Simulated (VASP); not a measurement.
**Mg2H2O3: relaxation of cell and atoms with PBEsol**

Mg2H2O3:

```
CELL_PARAMETERS angstrom
3.08500 0.00000 0.00000
-1.54250 2.67169 0.00000
0.00000 0.00000 7.71000
ATOMIC_POSITIONS crystal
Mg 0.66667 0.33333 0.83990
Mg 0.33333 0.66667 0.16010
H 0.33333 0.66667 0.56660
H 0.66667 0.33333 0.43340
O 0.33333 0.66667 0.69490
O 0.66667 0.33333 0.30510
O 0.00000 0.00000 0.00000
```

* Program: VASP 6.6.1
* Task: relaxation of cell and atoms
* Functional: PBEsol
* Potentials or basis: VASP PAW PBE potentials, release 64 (Mg, H, O)
* Cutoff: 600 eV
* k mesh: 6 × 6 × 4
* Occupations: gaussian, width 0.1 eV
* Spin: no spin polarisation
* Dipole correction: no
* Further INCAR settings: ALGO = Normal; EDIFF = 1e-06; IBRION = 2; EDIFFG = -0.05; NSW = 100; ISIF = 3

- Relaxed volume: 8.36 Å³/atom
- Relaxed cell: a = 3.058 Å, b = 3.058 Å, c = 7.229 Å, α = 90.00°, β = 90.00°, γ = 120.00°
- Space group after relaxing (to 0.1 Å): P-3m1 (No. 164)
- Energy gained by relaxing: 17.9 meV/atom
- Ionic steps: 29
- Pressure after relaxing: 0.0 GPa
- Largest force after relaxing: 0.009 eV/Å
- Band gap on the k mesh: 3.96 eV

Forces in eV/Å, atoms in the order of the input:
```
Mg   0.000  0.000 -0.007
Mg   0.000  0.000  0.007
H    0.000  0.000  0.007
H    0.000  0.000 -0.007
O    0.000  0.000 -0.009
O    0.000  0.000  0.009
O    0.000  0.000  0.000
```

Stress tensor (GPa, compression positive):
```
-0.04  0.00  0.00
 0.00 -0.04  0.00
 0.00  0.00  0.23
```

Step by step:
```csv
step,energy change (eV),largest force (eV/Å),pressure (GPa),volume (Å³)
1,0.0000,0.8243,-6.75,63.55
2,0.0779,3.5397,5.29,60.08
3,-0.0653,1.1454,-2.33,62.08
4,-0.0688,1.1540,1.90,59.42
5,-0.1066,0.1518,-0.39,60.71
6,-0.1066,0.1606,-0.34,60.68
7,-0.1094,0.1370,0.21,60.43
8,-0.1099,0.1834,0.48,60.30
9,-0.1096,0.3268,-0.12,60.29
10,-0.1106,0.1245,0.18,60.29
11,-0.1116,0.0771,-0.02,60.35
12,-0.1120,0.1423,-0.26,60.41
13,-0.1128,0.1253,-0.39,60.40
14,-0.1146,0.1364,-0.78,60.38
15,-0.1147,0.3380,-1.54,60.34
16,-0.1152,0.2422,-1.18,60.36
17,-0.1156,0.2193,-1.16,60.34
18,-0.1166,0.1526,-1.08,60.28
19,-0.1177,0.0715,-0.94,60.14
20,-0.1178,0.1232,-0.90,60.09
21,-0.1185,0.1139,-0.87,60.01
22,-0.1203,0.0854,-0.69,59.77
23,-0.1228,0.1167,-0.35,59.28
24,-0.1227,0.2045,0.37,58.30
25,-0.1236,0.1531,-0.09,58.84
26,-0.1248,0.0919,0.19,58.66
27,-0.1249,0.1248,0.24,58.61
28,-0.1254,0.0644,-0.02,58.51
29,-0.1255,0.0095,0.05,58.54
```

Final structure:
```xyz
7
Lattice="3.0580 0.0000 0.0000 -1.5290 2.6483 0.0000 0.0000 0.0000 7.2287" Properties=species:S:1:pos:R:3 pbc="T T T"
Mg    1.5290    0.8828    6.0173
Mg    0.0000    1.7655    1.2114
H     0.0000    1.7655    3.9926
H     1.5290    0.8828    3.2361
O     0.0000    1.7655    4.9661
O     1.5290    0.8828    2.2626
O     0.0000    0.0000    0.0000
```

Levels at points of the mesh, in eV from the valence-band top:
```
           k point  band 8  band 9  band 10  band 11  band 12  band 13  band 14  band 15  band 16
(0.00, 0.00, 0.00)   -0.80   -0.80    -0.80     0.00     0.00     3.96     7.00     8.26    11.07
(0.50, 0.00, 0.00)   -2.59   -1.52    -1.09    -0.85    -0.61     7.72     8.12     9.16    10.15
(0.00, 0.00, 0.50)   -0.91   -0.67    -0.67    -0.03    -0.03     4.85     6.12     8.10    11.56
(0.50, 0.00, 0.50)   -2.90   -1.38    -1.32    -0.80    -0.53     7.08     8.61     9.58    10.59
```

Wall time 7.8 min on 1 thread of Intel(R) Xeon(R) Platinum 8559C (Emerald Rapids), with other jobs on the host, peak memory 0.25 GiB.

Caveat: the PAW data sets were made with another functional, which shifts forces and pressure a little. A k mesh can miss the band edges.
